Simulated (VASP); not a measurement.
# Os (P6_3/mmc) in VASP: further runs, part 2 of 2

VASP 6.6.1. Earlier steps stand in the parts before.

### Step 4. Single point, revPBE (15.02 Å³/atom)

This run uses another cell than the first one, of 15.02 Å³/atom.

Input file INCAR:

```
SYSTEM = Os
  PREC = Accurate
  ENCUT = 520
  EDIFF = 1E-6
  ISMEAR = -1
  SIGMA = 0.1
  LREAL = .FALSE.
  LASPH = .TRUE.
  NELM = 100
  ALGO = Normal
  ISIF = 2
  LWAVE = .FALSE.
  LCHARG = .FALSE.
  GGA = RE
  NBANDS = 24
```

Input file KPOINTS:

```
regular mesh
0
G
  15 15 4
  0 0 0
```

Input file POSCAR:

```
Os
1.0
    2.7856762395      0.0000000000      0.0000000000
   -1.3928381198      2.4124663901      0.0000000000
    0.0000000000      0.0000000000      8.9417066447
Os
4
Direct
    0.0000000000      0.0000000000      0.0000000000
    1.0000000000      1.0000000000      0.5000000000
    0.3333333333      0.6666666667      0.2500000000
    0.6666666667      0.3333333333      0.7500000000
```

Potentials or basis: VASP PAW PBE potentials, release 64 (Os).

Launch:

```sh
$ cat potpaw_PBE.64/Os/POTCAR > POTCAR
$ mpirun -np 1 vasp_std > vasp.out
```

OUTCAR:

```text
SYSTEM = Os
   PREC = Accurate
   ENCUT = 520
   EDIFF = 1E-6
   ISMEAR = -1
   LREAL = .FALSE.
   LASPH = .TRUE.
   NELM = 100
   ISIF = 2
   GGA = RE

 ion  position               nearest neighbor table
   1  0.000  0.000  0.000-   3 2.75   4 2.75   4 2.75   3 2.75   4 2.75   3 2.75
   2  0.000  0.000  0.500-   3 2.75   4 2.75   4 2.75   3 2.75   4 2.75   3 2.75
   3  0.333  0.667  0.250-   1 2.75   2 2.75   1 2.75   2 2.75   1 2.75   2 2.75
   4  0.667  0.333  0.750-   1 2.75   2 2.75   1 2.75   2 2.75   1 2.75   2 2.75

  LATTYP: Found a hexagonal cell.
 ALAT       =     2.7856762395
 C/A-ratio  =     3.2098872503

  Lattice vectors:

 A1 = (   2.7856762395,   0.0000000000,   0.0000000000)
 A2 = (  -1.3928381198,   2.4124663901,   0.0000000000)
 A3 = (   0.0000000000,   0.0000000000,   8.9417066447)

Analysis of symmetry for initial positions (statically):
=====================================================================
 Subroutine PRICEL returns:
 Original cell was already a primitive cell.

 Routine SETGRP: Setting up the symmetry group for a
 hexagonal supercell.

 Subroutine GETGRP returns: Found 24 space group operations
 (whereof 12 operations were pure point group operations)
 out of a pool of 24 trial point group operations.

The static configuration has the point symmetry D_3d.
 The point group associated with its full space group is D_6h.

Analysis of symmetry for dynamics (positions and initial velocities):
=====================================================================
 Subroutine PRICEL returns:
 Original cell was already a primitive cell.

 Routine SETGRP: Setting up the symmetry group for a
 hexagonal supercell.

 Subroutine GETGRP returns: Found 24 space group operations
 (whereof 12 operations were pure point group operations)
 out of a pool of 24 trial point group operations.

The dynamic configuration has the point symmetry D_3d.
 The point group associated with its full space group is D_6h.

 Subroutine INISYM returns: Found 24 space group operations
 (whereof 12 operations are pure point group operations),
 and found     1 'primitive' translations

----------------------------------------------------------------------------------------

                                     Primitive cell

  volume of cell :      60.0914

  direct lattice vectors                    reciprocal lattice vectors
     2.785676239  0.000000000  0.000000000     0.358979262  0.207256773  0.000000000
    -1.392838120  2.412466390  0.000000000     0.000000000  0.414513547  0.000000000
     0.000000000  0.000000000  8.941706645     0.000000000  0.000000000  0.111835474

  length of vectors
     2.785676239  2.785676240  8.941706645     0.414513547  0.414513547  0.111835474

  position of ions in fractional coordinates (direct lattice)
     0.000000000  0.000000000  0.000000000
     0.000000000  0.000000000  0.500000000
     0.333333333  0.666666667  0.250000000
     0.666666667  0.333333333  0.750000000

  ion indices of the primitive-cell ions
   primitive index   ion index
                 1           1
                 2           2
                 3           3
                 4           4

----------------------------------------------------------------------------------------
[... 24 lines left out ...]

 Following reciprocal coordinates:
            Coordinates               Weight
  0.000000  0.000000  0.000000      1.000000
  0.066667 -0.000000  0.000000      6.000000
  0.133333 -0.000000  0.000000      6.000000
  0.200000 -0.000000  0.000000      6.000000
  0.266667 -0.000000  0.000000      6.000000
  0.333333 -0.000000  0.000000      6.000000
[... 16 lines left out ...]
  0.333333  0.200000  0.000000     12.000000
  0.400000  0.200000  0.000000      6.000000
 [... further k-points ...]
   k-points           NKPTS =     81   k-points in BZ     NKDIM =     81   number of bands    NBANDS=     24
   number of dos      NEDOS =    301   number of ions     NIONS =      4
   total plane-waves  NPLWV =  40320
   dimension x,y,z NGX =    24 NGY =   24 NGZ =   70
   dimension x,y,z NGXF=    48 NGYF=   48 NGZF=  140
   ions per type =               4
   NGX,Y,Z   is equivalent  to a cutoff of  14.32, 14.32, 13.01 a.u.
   NGXF,Y,Z  is equivalent  to a cutoff of  28.65, 28.65, 26.03 a.u.
 SYSTEM =  Os
   PREC   = accura    normal or accurate (medium, high low for compatibility)
   ISTART =      0    job   : 0-new  1-cont  2-samecut
   ICHARG =      2    charge: 1-file 2-atom 10-const
   ISPIN  =      1    spin polarized calculation?
   LNONCOLLINEAR =      F non collinear calculations
   LSORBIT =      F    spin-orbit coupling
   LASPH  =      T    aspherical Exc in radial PAW
   ENCUT  =  520.0 eV  38.22 Ry    6.18 a.u.   5.18  5.18 16.63*2*pi/ulx,y,z
   NELM   =    100;   NELMIN=  2; NELMDL= -5     # of ELM steps
   EDIFF  = 0.1E-05   stopping-criterion for ELM
   LREAL  =      F    real-space projection
   EDIFFG = 0.1E-04   stopping-criterion for IOM
   NSW    =      0    number of steps for IOM
   IBRION =     -1    ionic relax: 0-MD 1-quasi-New 2-CG
   NFREE  =      0    steps in history (QN), initial steepest desc. (CG)
   ISIF   =      2    stress and relaxation
   ISYM   =      2    0-nonsym 1-usesym 2-fastsym
   POTIM  = 0.5000    time-step for ionic-motion
   TEBEG  =    0.0;   TEEND  =   0.0 temperature during run
   PSTRESS=    0.0 pullay stress
   NELECT =      32.0000    total number of electrons
   NUPDOWN=      -1.0000    fix difference up-down
   EMIN   =  10.00;   EMAX   =-10.00  energy-range for DOS
   EFERMI =   0.00;   METHOD = LEGACY
   ISMEAR =    -1;   SIGMA  =   0.10  broadening in eV -4-tet -1-fermi 0-gaus
   EFERMI_NEDOS =   21; number of points for ismear=-14 and -15
   IALGO  =     38    algorithm
   IMIX   =      4    mixing-type and parameters
     AMIX     =   0.40;   BMIX     =  1.00
     AMIX_MAG =   1.60;   BMIX_MAG =  1.00
  volume/ion in A,a.u.               =      15.02       101.38
  Fermi-wavevector in a.u.,A,eV,Ry     =   1.326948  2.507569 23.957032  1.760792
  Thomas-Fermi vector in A             =   2.456297
   LORBIT       =      0    0 simple, 1 ext, 2 COOP (PROOUT), +10 PAW based schemes
   GGA     = RE    functional components
   LHFCALC =     F    Hartree Fock is set to
   AEXX    =    0.0000 exact exchange contribution
   IVDW    =     0    specifies the selected vdW correction
   LEPSILON=     F    determine dielectric tensor
   LRPA    =     F    only Hartree local field effects (RPA)
 non-spin polarized calculation
  energy-cutoff  :      520.00
  volume of cell :       60.09
 maximum number of plane-waves:      1637
 NGX is ok and might be reduce to    24
   NGX = 11   NGY = 11   NGZ = 33

 number of electron      31.9999998 magnetization

 Free energy of the ion-electron system (eV)
  ---------------------------------------------------
  ext. energy  EPLUGINS =         0.00000000
  ---------------------------------------------------
  free energy    TOTEN  =       -42.47692384 eV

  energy without entropy =      -42.35614931  energy(sigma->0) =      -42.41653658

 E-fermi :   8.4539     XC(G=0): -13.6240

 val. band max:        8.4451154319   @ k =   0.2667   0.2667   0.0000
 cond. band min:       8.4544837675   @ k =   0.0667   0.0667   0.2500
 fundamental gap:      0.0093683356
 Fermi energy:         8.4539384246

 k-point     1 :       0.0000    0.0000    0.0000
  band No.  band energies     occupation
      1      -1.8199      2.00000
      2       0.4250      2.00000
      3       0.4260      2.00000
      4       1.3284      2.00000
      5       5.1185      2.00000
      6       5.1462      2.00000
[... 637 lines left out ...]
     23      14.4830      0.00000
     24      14.6781      0.00000

 [... further k-points ...]

------------------------ aborting loop because EDIFF is reached ----------------------------------------

  FORCE on cell =-STRESS in cart. coord.  units (eV):
  Direction    XX          YY          ZZ          XY          YZ          ZX
  --------------------------------------------------------------------------------------
  -------------------------------------------------------------------------------------
  Total       -5.4554125     -5.4554125     -5.1607841      0.0000000     -0.0000000      0.0000000
  in kB     -145.4540611   -145.4540611   -137.5985764      0.0000000     -0.0000000      0.0000000
  external PRESSURE =    -142.8355662 kB  Pullay stress =       0.0000000 kB

 VOLUME and BASIS-vectors are now :
 -----------------------------------------------------------------------------
  energy-cutoff  :      520.00
  volume of cell :       60.09
      direct lattice vectors                 reciprocal lattice vectors
     2.785676239  0.000000000  0.000000000     0.358979262  0.207256773  0.000000000
    -1.392838120  2.412466390  0.000000000     0.000000000  0.414513547  0.000000000
     0.000000000  0.000000000  8.941706645     0.000000000  0.000000000  0.111835474

 POSITION                                       TOTAL-FORCE (eV/Angst)
 -----------------------------------------------------------------------------------
      0.00000      0.00000      0.00000         0.000000      0.000000      0.000000
      0.00000      0.00000      4.47085         0.000000      0.000000      0.000000
     -0.00000      1.60831      2.23543        -0.000000      0.000000     -0.000000
      1.39284      0.80416      6.70628         0.000000     -0.000000      0.000000
 -----------------------------------------------------------------------------------
    total drift:                               -0.000000      0.000000      0.000000

  FREE ENERGIE OF THE ION-ELECTRON SYSTEM (eV)
  ---------------------------------------------------
  free  energy   TOTEN  =       -42.4769238421 eV

  energy  without entropy=      -42.3561493093  energy(sigma->0) =      -42.41653658
```

Run time: 57 s. Hardware: 1 thread of Intel Xeon 6975P-C (Granite Rapids), shared host; peak memory 0.23 GiB.

Results:

```
Free energy            : -42.4769 eV
Pressure               : -14.3 GPa
Band gap on the k mesh : zero (bands 16 and 17 overlap by 3.19 eV)
```

Caveat: the cell stands under tension; the PAW data sets were made with another functional, which shifts forces and pressure a little; spin-orbit coupling is left out, which moves the levels of the heavy elements.

### Step 5. Single point, revPBE (15.60 Å³/atom)

This run uses another cell than the first one, of 15.60 Å³/atom.

Input file INCAR:

```
SYSTEM = Os
PREC = Accurate
ENCUT = 520
EDIFF = 1E-6
ISMEAR = -1
SIGMA = 0.1
LREAL = .FALSE.
LASPH = .TRUE.
NELM = 60
ALGO = Normal
ISIF = 2
LWAVE = .FALSE.
LCHARG = .TRUE.
GGA = RE
LELF = .TRUE.
LVHAR = .TRUE.
NBANDS = 24
```

Input file KPOINTS:

```
Automatic mesh
0
G
  15 15 4
  0 0 0
```

Input file POSCAR:

```
Os
1.0
    2.8209417078      0.0000000000      0.0000000000
   -1.4104708539      2.4430071816      0.0000000000
    0.0000000000      0.0000000000      9.0549048217
Os
4
Direct
    0.0000000000      0.0000000000      0.0000000000
    1.0000000000      1.0000000000      0.5000000000
    0.3333333333      0.6666666667      0.2500000000
    0.6666666667      0.3333333333      0.7500000000
```

Launch:

```sh
$ cat potpaw_PBE.64/Os/POTCAR > POTCAR
$ mpirun -np 1 vasp_std > vasp.out
```

It took 68 s on 1 thread of Intel Xeon 6975P-C (Granite Rapids), shared host; peak memory 0.24 GiB.

It converged, with:

| Item | Value |
| --- | --- |
| Free energy | -42.1924 eV |
| Pressure | -25.1 GPa |
| Band gap on the k mesh | zero (bands 16 and 17 overlap by 3.00 eV) |

Stress tensor (GPa, compression positive):
```
-25.13   0.00   0.00
  0.00 -25.13   0.00
  0.00   0.00 -24.91
```

Levels at points of the mesh, in eV from the Fermi level:
```csv
k point,band 12,band 13,band 14,band 15,band 16,band 17,band 18,band 19,band 20,band 21
"(0.00, 0.00, 0.00)",-2.23,-2.23,-2.11,-2.11,-0.73,-0.73,-0.08,0.02,0.02,0.76
"(0.00, 0.00, 0.50)",-2.42,-2.42,-2.42,-1.79,-1.79,-0.30,-0.30,-0.30,-0.30,1.30
```

Caveat: the cell stands under tension; the PAW data sets were made with another functional, which shifts forces and pressure a little; spin-orbit coupling is left out, which moves the levels of the heavy elements.

### Step 6. Overview

| cell | gap on the mesh (eV) | pressure (GPa) |
| --- | --- | --- |
| a = 2.712, b = 2.712, c = 8.706 Å, angles 90.0, 90.0, 120.0°, 4 atoms | none | 16.9 |
| a = 2.749, b = 2.749, c = 8.826 Å, angles 90.0, 90.0, 120.0°, 4 atoms | none | -0.5 |
| a = 2.786, b = 2.786, c = 8.942 Å, angles 90.0, 90.0, 120.0°, 4 atoms | none | -14.3 |
| a = 2.821, b = 2.821, c = 9.055 Å, angles 90.0, 90.0, 120.0°, 4 atoms | none | -25.1 |

Alike in all rows: task single point; level revPBE; potentials or basis VASP PAW PBE potentials, release 64 (Os); no spin polarisation; k mesh 15 × 15 × 4; cutoff (eV) 520; smearing fermi-dirac 0.1 eV.

Caveats: the PAW data sets were made with another functional, which shifts forces and pressure a little; spin-orbit coupling is left out, which moves the levels of the heavy elements; the cell stands under tension (at least some runs); the cell stands under pressure (at least some runs).

Total energies depend on the potentials used, so only differences within one code and one set of settings carry meaning.
